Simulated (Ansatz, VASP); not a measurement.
Be: VASP beside Ansatz

```
Be
1.0
    14.00000    0.00000    0.00000
     0.00000   14.40000    0.00000
     0.00000    0.00000   14.80000
Be
1
Direct
  0.50000 0.50000 0.50000
```

Alike in both runs: task single point; functional r2SCAN0; k mesh 1 × 1 × 1; occupations fermi-dirac, width 0.01 eV; collinear spin.

```csv
,VASP,Ansatz
version,VASP 6.6.1,Ansatz 0.2.0
potentials or method,"VASP PAW PBE potentials, release 64 (Be), cutoff 520 eV","plane waves (500 eV) with PAW, scalar-relativistic"
valence electrons in the cell,2,2
```

```csv
,VASP,Ansatz,Ansatz less VASP
gap on the k mesh at the Fermi level (eV),5.50,5.48,-0.023
net moment per atom (μB),0.00,0.00,0.000
```

VASP's potentials were made for PBE, not for r2SCAN0. Ansatz's warnings: seeded moment not kept, stability check not made, unseeded exchange loop.
